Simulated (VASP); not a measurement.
## GaP: relaxation of cell and atoms with PBEsol

Crystal: GaP.

```
Ga P
1.0
     0.00000    2.75300    2.75300
     2.75300    0.00000    2.75300
     2.75300    2.75300    0.00000
Ga P
1 1
Direct
  0.00000 0.00000 0.00000
  0.25000 0.25000 0.25000
```

```
Program                : VASP 6.6.1
Task                   : relaxation of cell and atoms
Functional             : PBEsol
Potentials or basis    : VASP PAW PBE potentials, release 64 (Ga_d, P)
Cutoff                 : 600 eV
k mesh                 : 8 × 8 × 8
Occupations            : fermi-dirac, width 0.02 eV
Spin                   : no spin polarisation
Dipole correction      : no
Further INCAR settings : ALGO = Normal; EDIFF = 1e-06; IBRION = 2; EDIFFG = -0.005; NSW = 80; ISIF = 3
```

```yaml
Relaxed_volume: 20.09 Å³/atom
Relaxed_cell: a = 3.845 Å, b = 3.845 Å, c = 3.845 Å, α = 60.00°, β = 60.00°, γ = 60.00°
Space_group_after_relaxing_to_0.05_Å: F-43m (No. 216)
Energy_gained_by_relaxing: 7.4 meV/atom
Ionic_steps: 8
Pressure_after_relaxing: 0.0 GPa
Band_gap_on_the_k_mesh: 1.50 eV, indirect (least direct gap 1.81 eV)
```

The path:
```
step  energy change (eV)  largest force (eV/Å)  pressure (GPa)  volume (Å³)
   1              0.0000                0.0000           -2.97        41.73
   2             -0.0111                0.0000            1.64        39.44
   3             -0.0148                0.0000           -0.05        40.18
   4             -0.0148                0.0000            0.10        40.15
   5             -0.0148                0.0000           -0.09        40.22
   6             -0.0148                0.0000            0.04        40.18
   7             -0.0148                0.0000           -0.06        40.19
   8             -0.0148                0.0000            0.02        40.18
```

Final structure:
```
Ga P
1.0
     0.00000    2.71850    2.71850
     2.71850    0.00000    2.71850
     2.71850    2.71850    0.00000
Ga P
1 1
Direct
  0.00000 0.00000 0.00000
  0.25000 0.25000 0.25000
```

Levels at points of the mesh, in eV from the valence-band top:
| k point | band 7 | band 8 | band 9 | band 10 | band 11 | band 12 |
| --- | --- | --- | --- | --- | --- | --- |
| (0.00, 0.00, 0.00) | 0.00 | 0.00 | 0.00 | 1.81 | 3.82 | 3.82 |
| (0.50, 0.00, 0.00) | -6.74 | -1.14 | -1.14 | 1.61 | 4.65 | 4.65 |
| (0.50, 0.50, 0.00) | -6.84 | -2.74 | -2.74 | 1.50 | 1.71 | 10.61 |

Wall time 58 s on 1 thread of Intel(R) Xeon(R) Platinum 8375C CPU @ 2.90GHz (Ice Lake), with other jobs on the host, peak memory 0.2 GiB.

Caveat: the PAW data sets were made with another functional, which shifts forces and pressure a little. Expect the measured gap to be larger: semilocal functionals such as PBEsol lack the derivative discontinuity.
